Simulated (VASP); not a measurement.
Here is a VASP 6.6.1 calculation.

INCAR

```
ALGO     = Fast           # electronic algorithm
EDIFF    = 1E-6           # SCF threshold, eV
ENCUT    = 520            # plane-wave cutoff, eV
GGA      = CA             # functional
ISIF     = 2              # what is computed and relaxed
ISMEAR   = 0              # smearing method
LASPH    = T              # aspherical terms in the spheres
LCHARG   = F              # write CHGCAR
LREAL    = F              # projectors in reciprocal space
LWAVE    = F              # write WAVECAR
NBANDS   = 13             # bands
NELM     = 100            # most SCF steps
PREC     = Accurate       # precision mode
SIGMA    = 0.15           # smearing width, eV
```

The input KPOINTS:

```
k-points
0
Gamma
  20 20 20
```

File POSCAR:

```
W
1.0
   -0.0744929544      1.9864787842      1.8374928754
    1.9119858298      0.0000000000      1.7629999210
    1.9864787842      1.9864787842     -0.0744929544
W
1
Direct
    0.0000000000      0.0000000000      0.0000000000
```

Potentials or basis: VASP PAW LDA potentials, release 64 (W_sv).

Run with:

```console
$ cat potpaw_LDA.64/W_sv/POTCAR > POTCAR
$ mpirun -np 1 vasp_std > vasp.out
```

(1) What does it give for the pressure?

(2) What does it give for the band gap on the k mesh?

Answers

(1) 33.1 GPa.

(2) zero (bands 7 and 8 overlap by 5.86 eV).

Caveat: the cell differs from its parent crystal (engineering shear strain xz -0.0750, normal strain along z -0.0750); the stress differs along the axes, from 19 to 41 GPa; spin-orbit coupling is left out, which moves the levels of the heavy elements.
